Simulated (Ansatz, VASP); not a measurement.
## Nb in VASP and in Ansatz

The input INCAR:

```
PREC = Accurate
ENCUT = 520
EDIFF = 1E-6
ISMEAR = -1
SIGMA = 0.08
LREAL = False
LASPH = True
NELM = 60
ALGO = Normal
ISIF = 2
LWAVE = False
LCHARG = True
GGA = PE
LELF = True
LVHAR = True
NBANDS = 12
```

File KPOINTS:

```
Automatic mesh
0
Gamma
  17 17 17
```

The input POSCAR:

```
Nb
1.0
    0.0000000000      1.6743381475      1.6743381475
    1.6743381475      0.0000000000      1.6743381475
    1.6743381475      1.6743381475      0.0000000000
Nb
1
Direct
    0.0000000000      0.0000000000      0.0000000000
```

Input for Ansatz:

```yaml
crystal:
  lattice:
    - [0.0, 1.6743381475, 1.6743381475]
    - [1.6743381475, 0.0, 1.6743381475]
    - [1.6743381475, 1.6743381475, 0.0]
  atoms:
    - { symbol: Nb, position: [0.0, 0.0, 0.0] }
kpoints:
  mp_grid: { grid: [17, 17, 17] }
scf:
  occupations: { method: fermi_dirac, width: 0.08 }
hamiltonian:
  xc: pbe
  pseudopotentials: { kind: all_electron, lapw: { basis_error: 0.001 } }
output:
  forces: true
  stress: true
  eigenvalues: true
  populations: true
```

Change from the starting cell: volume scaled by 0.5, LAPW.

Alike in both runs: task single point; functional PBE; k mesh 17 × 17 × 17; occupations fermi-dirac, width 0.08 eV; no spin polarisation.

```csv
,VASP,Ansatz
version,VASP 6.6.1,Ansatz 0.2.0
potentials or method,"VASP PAW PBE potentials, release 64 (Nb_sv), cutoff 520 eV","all-electron LAPW, scalar-relativistic"
```

```csv
,VASP,Ansatz,Ansatz less VASP
pressure (GPa),369.5,368.0,-1.45
```

Both programs put the cell under a high pressure, so it lies far from rest at this level. Ansatz ran all-electron here, and VASP with PAW potentials.

Noted on VASP's run: the cell as given lies far from equilibrium.
